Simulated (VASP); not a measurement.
# TaN (P-6m2) in VASP: notebook, part 3 of 3

VASP 6.6.1. Earlier steps stand in the parts before.

### Step 6. Single point, r2SCAN (biaxial strain in the a-b plane: -3.0 %)

Contents of POSCAR:

```
TaN
1.0
    2.8480696974      0.0000000000      0.0000000000
   -1.4240348487      2.4665007097      0.0000000000
    0.0000000000      0.0000000000      2.9365416866
Ta N
1 1
Direct
    0.3333333333      0.6666666667      0.5000000000
    0.0000000000      0.0000000000      0.0000000000
```

Contents of INCAR.step1:

```
SYSTEM = TaN
PREC = Accurate
ENCUT = 520
ISMEAR = 0
SIGMA = 0.1
LREAL = .FALSE.
LASPH = .TRUE.
NELM = 60
NBANDS = 15
GGA = PE
ALGO = Normal
EDIFF = 1E-4
LWAVE = .TRUE.
LCHARG = .FALSE.
```

Contents of INCAR.step2:

```
SYSTEM = TaN
PREC = Accurate
ENCUT = 520
EDIFF = 1E-7
ISMEAR = 0
SIGMA = 0.1
LREAL = .FALSE.
LASPH = .TRUE.
NELM = 60
ALGO = Normal
ISIF = 2
LWAVE = .FALSE.
LCHARG = .FALSE.
METAGGA = R2SCAN
LMIXTAU = .TRUE.
NBANDS = 15
ISTART = 1
```

Contents of KPOINTS:

```
regular mesh
0
G
  24 24 18
  0 0 0
```

Potentials or basis: VASP PAW PBE potentials, release 64 (Ta_pv, N).

Launch:

```
$ cat potpaw_PBE.64/Ta_pv/POTCAR potpaw_PBE.64/N/POTCAR > POTCAR
$ cp INCAR.step1 INCAR
$ mpirun -np 1 vasp_std > vasp.out
$ cp INCAR.step2 INCAR
$ mpirun -np 1 vasp_std > vasp.out
```

OUTCAR:

```text
SYSTEM = TaN
   PREC = Accurate
   ENCUT = 520
   EDIFF = 1E-7
   ISMEAR = 0
   LREAL = .FALSE.
   LASPH = .TRUE.
   NELM = 60
   ISIF = 2
   METAGGA = R2SCAN
   ISTART = 1

 ion  position               nearest neighbor table
   1  0.333  0.667  0.500-   2 2.20   2 2.20   2 2.20   2 2.20   2 2.20   2 2.20
   2  0.000  0.000  0.000-   1 2.20   1 2.20   1 2.20   1 2.20   1 2.20   1 2.20

  LATTYP: Found a hexagonal cell.
 ALAT       =     2.8480696974
 C/A-ratio  =     1.0310638427

  Lattice vectors:

 A1 = (   2.8480696974,   0.0000000000,   0.0000000000)
 A2 = (  -1.4240348487,   2.4665007097,   0.0000000000)
 A3 = (   0.0000000000,   0.0000000000,   2.9365416866)

Analysis of symmetry for initial positions (statically):
=====================================================================
 Subroutine PRICEL returns:
 Original cell was already a primitive cell.

 Routine SETGRP: Setting up the symmetry group for a
 hexagonal supercell.

 Subroutine GETGRP returns: Found 12 space group operations
 (whereof 12 operations were pure point group operations)
 out of a pool of 24 trial point group operations.

The static configuration has the point symmetry D_3h.

Analysis of symmetry for dynamics (positions and initial velocities):
=====================================================================
 Subroutine PRICEL returns:
 Original cell was already a primitive cell.

 Routine SETGRP: Setting up the symmetry group for a
 hexagonal supercell.

 Subroutine GETGRP returns: Found 12 space group operations
 (whereof 12 operations were pure point group operations)
 out of a pool of 24 trial point group operations.

The dynamic configuration has the point symmetry D_3h.

 Subroutine INISYM returns: Found 12 space group operations
 (whereof 12 operations are pure point group operations),
 and found     1 'primitive' translations

----------------------------------------------------------------------------------------

                                     Primitive cell

  volume of cell :      20.6285

  direct lattice vectors                    reciprocal lattice vectors
     2.848069697  0.000000000  0.000000000     0.351115003  0.202716341  0.000000000
    -1.424034849  2.466500710  0.000000000     0.000000000  0.405432683  0.000000000
     0.000000000  0.000000000  2.936541687     0.000000000  0.000000000  0.340536627

  length of vectors
     2.848069697  2.848069697  2.936541687     0.405432683  0.405432683  0.340536627

  position of ions in fractional coordinates (direct lattice)
     0.333333333  0.666666667  0.500000000
     0.000000000  0.000000000  0.000000000

  ion indices of the primitive-cell ions
   primitive index   ion index
                 1           1
                 2           2

----------------------------------------------------------------------------------------

 KPOINTS: regular mesh

Automatic generation of k-mesh.
 Grid dimensions read from file:
 generate k-points for:   24   24   18

 Generating k-lattice:

  Cartesian coordinates                     Fractional coordinates (reciprocal lattice)
     0.014629792  0.008446514  0.000000000     0.041666667  0.000000000  0.000000000
     0.000000000  0.016893028  0.000000000     0.000000000  0.041666667  0.000000000
     0.000000000  0.000000000  0.018918701     0.000000000  0.000000000  0.055555556

  Length of vectors
     0.016893028  0.016893028  0.018918701

  Shift w.r.t. Gamma in fractional coordinates (k-lattice)
     0.000000000  0.000000000  0.000000000

 Subroutine IBZKPT returns following result:
 ===========================================

 Found    610 irreducible k-points:

 Following reciprocal coordinates:
            Coordinates               Weight
  0.000000  0.000000  0.000000      1.000000
  0.041667  0.000000  0.000000      6.000000
  0.083333  0.000000  0.000000      6.000000
  0.125000  0.000000  0.000000      6.000000
  0.166667  0.000000  0.000000      6.000000
  0.208333  0.000000  0.000000      6.000000
[... 16 lines left out ...]
  0.416667  0.041667  0.000000     12.000000
  0.458333  0.041667  0.000000     12.000000
 [... further k-points ...]
   k-points           NKPTS =    610   k-points in BZ     NKDIM =    610   number of bands    NBANDS=     15
   number of dos      NEDOS =    301   number of ions     NIONS =      2
   total plane-waves  NPLWV =  13824
   dimension x,y,z NGX =    24 NGY =   24 NGZ =   24
   dimension x,y,z NGXF=    48 NGYF=   48 NGZF=   48
   ions per type =               1   1
   NGX,Y,Z   is equivalent  to a cutoff of  14.01, 14.01, 13.59 a.u.
   NGXF,Y,Z  is equivalent  to a cutoff of  28.02, 28.02, 27.17 a.u.
 SYSTEM =  TaN
   PREC   = accura    normal or accurate (medium, high low for compatibility)
   ISTART =      1    job   : 0-new  1-cont  2-samecut
   ICHARG =      0    charge: 1-file 2-atom 10-const
   ISPIN  =      1    spin polarized calculation?
   LNONCOLLINEAR =      F non collinear calculations
   LSORBIT =      F    spin-orbit coupling
   LASPH  =      T    aspherical Exc in radial PAW
   ENCUT  =  520.0 eV  38.22 Ry    6.18 a.u.   5.30  5.30  5.46*2*pi/ulx,y,z
   NELM   =     60;   NELMIN=  2; NELMDL=  0     # of ELM steps
   EDIFF  = 0.1E-06   stopping-criterion for ELM
   LREAL  =      F    real-space projection
   EDIFFG = 0.1E-05   stopping-criterion for IOM
   NSW    =      0    number of steps for IOM
   IBRION =     -1    ionic relax: 0-MD 1-quasi-New 2-CG
   NFREE  =      0    steps in history (QN), initial steepest desc. (CG)
   ISIF   =      2    stress and relaxation
   ISYM   =      2    0-nonsym 1-usesym 2-fastsym
   POTIM  = 0.5000    time-step for ionic-motion
   TEBEG  =    0.0;   TEEND  =   0.0 temperature during run
   PSTRESS=    0.0 pullay stress
   NELECT =      16.0000    total number of electrons
   NUPDOWN=      -1.0000    fix difference up-down
   EMIN   =  10.00;   EMAX   =-10.00  energy-range for DOS
   EFERMI =   0.00;   METHOD = LEGACY
   ISMEAR =     0;   SIGMA  =   0.10  broadening in eV -4-tet -1-fermi 0-gaus
   EFERMI_NEDOS =   21; number of points for ismear=-14 and -15
   IALGO  =     38    algorithm
   IMIX   =      4    mixing-type and parameters
     AMIX     =   0.40;   BMIX     =  1.00
     AMIX_MAG =   1.60;   BMIX_MAG =  1.00
  volume/ion in A,a.u.               =      10.31        69.60
  Fermi-wavevector in a.u.,A,eV,Ry     =   1.504153  2.842438 30.782877  2.262478
  Thomas-Fermi vector in A             =   2.615170
   LORBIT       =      0    0 simple, 1 ext, 2 COOP (PROOUT), +10 PAW based schemes
   METAGGA = R2SCAN    functional components
   LHFCALC =     F    Hartree Fock is set to
   AEXX    =    0.0000 exact exchange contribution
   IVDW    =     0    specifies the selected vdW correction
   LEPSILON=     F    determine dielectric tensor
   LRPA    =     F    only Hartree local field effects (RPA)
 non-spin polarized calculation
 Gauss-broadening in eV      SIGMA  =   0.10
  energy-cutoff  :      520.00
  volume of cell :       20.63
 maximum number of plane-waves:       571
 NGX is ok and might be reduce to    24
   NGX = 11   NGY = 11   NGZ = 11

 number of electron      15.9999999 magnetization

 Free energy of the ion-electron system (eV)
  ---------------------------------------------------
  ext. energy  EPLUGINS =         0.00000000
  ---------------------------------------------------
  free energy    TOTEN  =       -60.27423317 eV

  energy without entropy =      -60.27398880  energy(sigma->0) =      -60.27411098

 E-fermi :   8.5960     XC(G=0): -14.6278

 val. band max:        8.5682212546   @ k =   0.0417   0.0000   0.5000
 cond. band min:       8.6129395623   @ k =   0.0417   0.0000   0.4444
 fundamental gap:      0.0447183077
 Fermi energy:         8.5959620922

 k-point     1 :       0.0000    0.0000    0.0000
  band No.  band energies     occupation
      1     -27.4835      2.00000
      2     -27.0021      2.00000
      3     -27.0021      2.00000
      4     -10.4094      2.00000
      5       3.9025      2.00000
      6       4.0696      2.00000
      7       4.0696      2.00000
      8       5.1825      2.00000
      9      12.0115      0.00000
     10      12.3154      0.00000
     11      12.3154      0.00000
     12      13.0762      0.00000
     13      13.0762      0.00000
     14      19.4328      0.00000
[... 401 lines left out ...]
      2     -27.3313      2.00000
      3     -27.2738      2.00000
      4      -7.8412      2.00000
      5      -0.0781      2.00000
      6       2.5721      2.00000
      7       4.6672      2.00000
      8       5.6193      2.00000
      9      11.6667      0.00000
     10      13.4378      0.00000
     11      14.3958      0.00000
     12      14.4546      0.00000
     13      17.1760      0.00000
     14      19.4260      0.00000
     15      21.7105      0.00000

 [... further k-points ...]
[... 5 lines left out ...]
  --------------------------------------------------------------------------------------
  -------------------------------------------------------------------------------------
  Total        3.7192786      3.7192786     -0.5014541      0.0000000      0.0000000      0.0000000
  in kB      288.8692205    288.8692205    -38.9469780      0.0000000      0.0000000      0.0000000
  external PRESSURE =     179.5971543 kB  Pullay stress =       0.0000000 kB

 VOLUME and BASIS-vectors are now :
 -----------------------------------------------------------------------------
  energy-cutoff  :      520.00
  volume of cell :       20.63
      direct lattice vectors                 reciprocal lattice vectors
     2.848069697  0.000000000  0.000000000     0.351115003  0.202716341  0.000000000
    -1.424034849  2.466500710  0.000000000     0.000000000  0.405432683  0.000000000
     0.000000000  0.000000000  2.936541687     0.000000000  0.000000000  0.340536627

 POSITION                                       TOTAL-FORCE (eV/Angst)
 -----------------------------------------------------------------------------------
     -0.00000      1.64433      1.46827        -0.000000      0.000000      0.000000
      0.00000      0.00000      0.00000         0.000000     -0.000000      0.000000
 -----------------------------------------------------------------------------------
    total drift:                                0.000000     -0.000000     -0.000000

  FREE ENERGIE OF THE ION-ELECTRON SYSTEM (eV)
  ---------------------------------------------------
  free  energy   TOTEN  =       -60.2742331701 eV

  energy  without entropy=      -60.2739887960  energy(sigma->0) =      -60.27411098
```

OUTCAR.step1:

```text
SYSTEM = TaN
   PREC = Accurate
   ENCUT = 520
   ISMEAR = 0
   LREAL = .FALSE.
   LASPH = .TRUE.
[... 655 lines left out ...]
     -0.00000      1.64433      1.46827         0.000000      0.000000      0.000000
      0.00000      0.00000      0.00000        -0.000000      0.000000      0.000000
 -----------------------------------------------------------------------------------
    total drift:                                0.000000     -0.000000     -0.000000

  FREE ENERGIE OF THE ION-ELECTRON SYSTEM (eV)
  ---------------------------------------------------
  free  energy   TOTEN  =       -22.3014184750 eV

  energy  without entropy=      -22.3011453670  energy(sigma->0) =      -22.30128192
```

OSZICAR.step1:

```text
N       E                     dE             d eps       ncg     rms          rms(c)
DAV:   1     0.927309303642E+02    0.92731E+02   -0.88093E+03 18308   0.114E+03
DAV:   2    -0.219810589036E+02   -0.11471E+03   -0.10798E+03 22032   0.310E+02
DAV:   3    -0.247974091167E+02   -0.28164E+01   -0.28028E+01 21037   0.453E+01
DAV:   4    -0.248087706853E+02   -0.11362E-01   -0.11358E-01 23613   0.308E+00
DAV:   5    -0.248088353419E+02   -0.64657E-04   -0.64653E-04 21422   0.217E-01    0.254E+01
DAV:   6    -0.223676476609E+02    0.24412E+01   -0.39697E+00 23764   0.237E+01    0.108E+01
DAV:   7    -0.223294544169E+02    0.38193E-01   -0.67784E-01 19329   0.626E+00    0.748E+00
DAV:   8    -0.223097243962E+02    0.19730E-01   -0.13051E-01 23270   0.315E+00    0.167E+00
DAV:   9    -0.223014079848E+02    0.83164E-02   -0.15647E-02 20603   0.108E+00    0.171E-01
DAV:  10    -0.223014891058E+02   -0.81121E-04   -0.12475E-03 21919   0.399E-01    0.740E-02
DAV:  11    -0.223014184750E+02    0.70631E-04   -0.85285E-05 12906   0.106E-01
   1 F= -.22301418E+02 E0= -.22301282E+02  d E =-.273108E-03
```

Run time: 6.8 min. Hardware: 1 thread of Intel Xeon Platinum 8259CL at 2.50GHz (Skylake/Cascade Lake), shared host; peak memory 0.31 GiB.

What came out:

| Item | Value |
| --- | --- |
| Free energy | -60.2742 eV |
| Pressure | 18.0 GPa |
| Band gap on the k mesh | zero (bands 8 and 9 overlap by 0.48 eV) |

Caveat: the cell differs from its parent crystal (biaxial strain in the a-b plane: -3.0 %); the stress differs along the axes, from -4 to 29 GPa; the PAW data sets were made with another functional, which shifts forces and pressure a little; spin-orbit coupling is left out, which moves the levels of the heavy elements.

### Step 7. The runs side by side

| task | cell | k mesh | cutoff (eV) | gap on the mesh (eV) | pressure (GPa) |
| --- | --- | --- | --- | --- | --- |
| relaxation of shape and atoms at fixed volume | relaxed from a = 2.995, b = 2.995, c = 2.938 Å, angles 90.0, 90.0, 120.0°, 2 atoms | 18 × 18 × 14 | 600 | none | -17.2 |
| single point | a = 2.804, b = 2.804, c = 2.936 Å, angles 90.0, 90.0, 120.0°, 2 atoms | 24 × 24 × 18 | 520 | none | 32.3 |
| single point | a = 2.804, b = 2.804, c = 2.963 Å, angles 90.0, 90.0, 120.0°, 2 atoms | 24 × 24 × 18 | 520 | none | 27.9 |
| single point | a = 2.848, b = 2.848, c = 2.918 Å, angles 90.0, 90.0, 120.0°, 2 atoms | 24 × 24 × 18 | 520 | none | 20.9 |
| single point | a = 2.848, b = 2.848, c = 2.937 Å, angles 90.0, 90.0, 120.0°, 2 atoms | 24 × 24 × 18 | 520 | none | 18.0 |

Alike in all rows: level r2SCAN; potentials or basis VASP PAW PBE potentials, release 64 (Ta_pv, N); no spin polarisation; smearing gaussian 0.1 eV.

Caveats: the PAW data sets were made with another functional, which shifts forces and pressure a little; spin-orbit coupling is left out, which moves the levels of the heavy elements; the stress differs along the axes, from 2 to 47 GPa (at least some runs); the stress differs along the axes, from -6 to 45 GPa (at least some runs); the stress differs along the axes, from 2 to 30 GPa (at least some runs); the stress differs along the axes, from -4 to 29 GPa (at least some runs).

Absolute energies hang on the potentials; compare differences alone.

The gap in the log of VASP goes by the Fermi energy; the results here count the filled bands.